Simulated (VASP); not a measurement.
# Au (P6/mmm) in VASP: notebook, part 2 of 2

VASP 6.6.1. The steps go on from the part before.

## Step 4: Single point, RPBE (18.92 Å³/atom)

This run uses another cell than the first one, of 18.92 Å³/atom.

INCAR reads:

```
SYSTEM = Au
PREC = Accurate ; ENCUT = 520
EDIFF = 1E-6 ; ISMEAR = -1
SIGMA = 0.1 ; LREAL = .FALSE.
LASPH = .TRUE. ; NELM = 60
ALGO = Normal ; ISIF = 2
LWAVE = .FALSE. ; LCHARG = .TRUE.
GGA = RP ; LELF = .TRUE.
LVHAR = .TRUE. ; NBANDS = 24
```

KPOINTS reads:

```
regular mesh
0
G
  9 9 12
  0 0 0
```

POSCAR reads:

```
Au
1.0
    4.7867986398      0.0000000000      0.0000000000
   -2.3933993199      4.1454892248      0.0000000000
    0.0000000000      0.0000000000      2.8608264844
Au
3
Direct
    1.0000000000      1.0000000000      0.0000000000
    0.3333333333      0.6666666667      0.5000000000
    0.6666666667      0.3333333333      0.5000000000
```

Potentials or basis: VASP PAW PBE potentials, release 64 (Au).

Run with:

```bash
cat potpaw_PBE.64/Au/POTCAR > POTCAR
mpirun -np 1 vasp_std > vasp.out
```

OUTCAR:

```text
SYSTEM = Au
   PREC = Accurate
   ENCUT = 520
   EDIFF = 1E-6
   ISMEAR = -1
   LREAL = .FALSE.
   LASPH = .TRUE.
   NELM = 60
   ISIF = 2
   GGA = RP

 ion  position               nearest neighbor table
   1  0.000  0.000  0.000-   2 3.11   3 3.11   2 3.11   3 3.11   2 3.11   2 3.11   3 3.11   3 3.11
                             3 3.11   3 3.11   2 3.11   2 3.11
   2  0.333  0.667  0.500-   3 2.76   3 2.76   3 2.76   1 3.11   1 3.11   1 3.11   1 3.11   1 3.11
                             1 3.11
   3  0.667  0.333  0.500-   2 2.76   2 2.76   2 2.76   1 3.11   1 3.11   1 3.11   1 3.11   1 3.11
                             1 3.11

  LATTYP: Found a hexagonal cell.
 ALAT       =     4.7867986398
 C/A-ratio  =     0.5976492223

  Lattice vectors:

 A1 = (   4.7867986398,   0.0000000000,   0.0000000000)
 A2 = (  -2.3933993199,   4.1454892248,   0.0000000000)
 A3 = (   0.0000000000,   0.0000000000,   2.8608264844)

Analysis of symmetry for initial positions (statically):
=====================================================================
 Subroutine PRICEL returns:
 Original cell was already a primitive cell.

 Routine SETGRP: Setting up the symmetry group for a
 hexagonal supercell.

 Subroutine GETGRP returns: Found 24 space group operations
 (whereof 24 operations were pure point group operations)
 out of a pool of 24 trial point group operations.

The static configuration has the point symmetry D_6h.

Analysis of symmetry for dynamics (positions and initial velocities):
=====================================================================
 Subroutine PRICEL returns:
 Original cell was already a primitive cell.

 Routine SETGRP: Setting up the symmetry group for a
 hexagonal supercell.

 Subroutine GETGRP returns: Found 24 space group operations
 (whereof 24 operations were pure point group operations)
 out of a pool of 24 trial point group operations.

The dynamic configuration has the point symmetry D_6h.

[... 111 lines left out ...]
   NELECT =      33.0000    total number of electrons
   NUPDOWN=      -1.0000    fix difference up-down
   EMIN   =  10.00;   EMAX   =-10.00  energy-range for DOS
   EFERMI =   0.00;   METHOD = LEGACY
   ISMEAR =    -1;   SIGMA  =   0.10  broadening in eV -4-tet -1-fermi 0-gaus
   EFERMI_NEDOS =   21; number of points for ismear=-14 and -15
   IALGO  =     38    algorithm
   IMIX   =      4    mixing-type and parameters
     AMIX     =   0.40;   BMIX     =  1.00
     AMIX_MAG =   1.60;   BMIX_MAG =  1.00
  volume/ion in A,a.u.               =      18.92       127.70
  Fermi-wavevector in a.u.,A,eV,Ry     =   1.366287  2.581908 25.398548  1.866741
  Thomas-Fermi vector in A             =   2.492441
   LORBIT       =      0    0 simple, 1 ext, 2 COOP (PROOUT), +10 PAW based schemes
   GGA     = RP    functional components
   LHFCALC =     F    Hartree Fock is set to
   AEXX    =    0.0000 exact exchange contribution
   IVDW    =     0    specifies the selected vdW correction
   LEPSILON=     F    determine dielectric tensor
   LRPA    =     F    only Hartree local field effects (RPA)
 non-spin polarized calculation
  energy-cutoff  :      520.00
  volume of cell :       56.77
 maximum number of plane-waves:      1548
 NGX is ok and might be reduce to    36
   NGX = 17   NGY = 17   NGZ = 11

 number of electron      33.0000006 magnetization

 Free energy of the ion-electron system (eV)
  ---------------------------------------------------
  ext. energy  EPLUGINS =         0.00000000
  ---------------------------------------------------
  free energy    TOTEN  =        -7.75772107 eV

  energy without entropy =       -7.72806397  energy(sigma->0) =       -7.74289252

 E-fermi :   7.9538     XC(G=0): -11.9868

 val. band max:        7.9319896314   @ k =   0.3333   0.1111   0.0833
 cond. band min:       7.9631882525   @ k =   0.2222   0.1111   0.0833
 fundamental gap:      0.0311986211
 Fermi energy:         7.9538093624

 k-point     1 :       0.0000    0.0000    0.0000
  band No.  band energies     occupation
      1      -0.8281      2.00000
      2       1.8421      2.00000
      3       2.9118      2.00000
      4       3.3211      2.00000
      5       3.4470      2.00000
      6       3.4470      2.00000
[... 637 lines left out ...]
     23      21.8320      0.00000
     24      22.1697      0.00000

 [... further k-points ...]
[... 5 lines left out ...]
  --------------------------------------------------------------------------------------
  -------------------------------------------------------------------------------------
  Total        0.0987109      0.0987109     -0.5400319      0.0000000      0.0000000     -0.0000000
  in kB        2.7858863      2.7858863    -15.2411415      0.0000000      0.0000000     -0.0000000
  external PRESSURE =      -3.2231230 kB  Pullay stress =       0.0000000 kB

 VOLUME and BASIS-vectors are now :
 -----------------------------------------------------------------------------
  energy-cutoff  :      520.00
  volume of cell :       56.77
      direct lattice vectors                 reciprocal lattice vectors
     4.786798640  0.000000000  0.000000000     0.208907889  0.120613026  0.000000000
    -2.393399320  4.145489225  0.000000000     0.000000000  0.241226052  0.000000000
     0.000000000  0.000000000  2.860826484     0.000000000  0.000000000  0.349549337

 POSITION                                       TOTAL-FORCE (eV/Angst)
 -----------------------------------------------------------------------------------
      0.00000      0.00000      0.00000        -0.000000      0.000000      0.000000
     -0.00000      2.76366      1.43041         0.000000     -0.000000     -0.000000
      2.39340      1.38183      1.43041        -0.000000      0.000000      0.000000
 -----------------------------------------------------------------------------------
    total drift:                                0.000000      0.000000     -0.000000

  FREE ENERGIE OF THE ION-ELECTRON SYSTEM (eV)
  ---------------------------------------------------
  free  energy   TOTEN  =        -7.7577210667 eV

  energy  without entropy=       -7.7280639719  energy(sigma->0) =       -7.74289252
```

OSZICAR:

```text
N       E                     dE             d eps       ncg     rms          rms(c)
DAV:   1     0.199913779298E+03    0.19991E+03   -0.16470E+04  4088   0.129E+03
DAV:   2    -0.488436010724E+01   -0.20480E+03   -0.19037E+03  4480   0.289E+02
DAV:   3    -0.836328008540E+01   -0.34789E+01   -0.34560E+01  4688   0.389E+01
DAV:   4    -0.838177959972E+01   -0.18500E-01   -0.18498E-01  4752   0.302E+00
DAV:   5    -0.838197981177E+01   -0.20021E-03   -0.20021E-03  4896   0.341E-01    0.120E+01
DAV:   6    -0.779226533105E+01    0.58971E+00   -0.13293E+00  4504   0.912E+00    0.817E+00
DAV:   7    -0.776051920301E+01    0.31746E-01   -0.11586E-01  4800   0.265E+00    0.399E+00
DAV:   8    -0.775773176073E+01    0.27874E-02   -0.72747E-03  4640   0.627E-01    0.327E-01
DAV:   9    -0.775767829729E+01    0.53463E-04   -0.13475E-04  5008   0.185E-01    0.734E-02
DAV:  10    -0.775771123823E+01   -0.32941E-04   -0.28988E-05  4736   0.451E-02    0.667E-02
DAV:  11    -0.775772108882E+01   -0.98506E-05   -0.72549E-06  4832   0.233E-02    0.299E-03
DAV:  12    -0.775772106669E+01    0.22130E-07   -0.10765E-07  2856   0.426E-03
   1 F= -.77577211E+01 E0= -.77428925E+01  d E =-.296571E-01
```

Wall time 77 s (1 thread of Intel Xeon Platinum 8259CL at 2.50GHz (Skylake/Cascade Lake), shared host); peak memory 0.23 GiB.

Results:

| Item | Value |
| --- | --- |
| Free energy | -7.7577 eV |
| Pressure | -0.3 GPa |
| Band gap on the k mesh | zero (an odd number of electrons rules out a gap without spin polarisation) |

Stress tensor (GPa, compression positive):
```
 0.28  0.00  0.00
 0.00  0.28  0.00
 0.00  0.00 -1.52
```

Levels at points of the mesh, in eV from the Fermi level:
| k point | band 13 | band 14 | band 15 | band 16 | band 17 | band 18 | band 19 | band 20 |
| --- | --- | --- | --- | --- | --- | --- | --- | --- |
| (0.00, 0.00, 0.00) | -3.17 | -3.17 | -1.84 | -1.84 | 2.60 | 3.41 | 5.02 | 5.02 |
| (0.00, 0.00, 0.50) | -2.09 | -2.09 | -1.24 | 0.02 | 0.36 | 6.39 | 6.52 | 7.09 |

Caveat: the PAW data sets were made with another functional, which shifts forces and pressure a little; spin-orbit coupling is left out, which moves the levels of the heavy elements.

## Step 5: The runs side by side

```csv
cell,gap on the mesh (eV),pressure (GPa)
"a = 4.656, b = 4.656, c = 2.782 Å, angles 90.0, 90.0, 120.0°, 3 atoms",none,11.7
"a = 4.722, b = 4.722, c = 2.822 Å, angles 90.0, 90.0, 120.0°, 3 atoms",none,4.9
"a = 4.787, b = 4.787, c = 2.861 Å, angles 90.0, 90.0, 120.0°, 3 atoms",none,-0.3
```

Alike in all rows: task single point; level RPBE; potentials or basis VASP PAW PBE potentials, release 64 (Au); no spin polarisation; k mesh 9 × 9 × 12; cutoff (eV) 520; smearing fermi-dirac 0.1 eV.

Caveats: the PAW data sets were made with another functional, which shifts forces and pressure a little; spin-orbit coupling is left out, which moves the levels of the heavy elements; the cell stands under pressure (at least some runs).

Total energies depend on the potentials used, so only differences within one code and one set of settings carry meaning.

The gap in the log of VASP goes by the Fermi energy; the results here count the filled bands.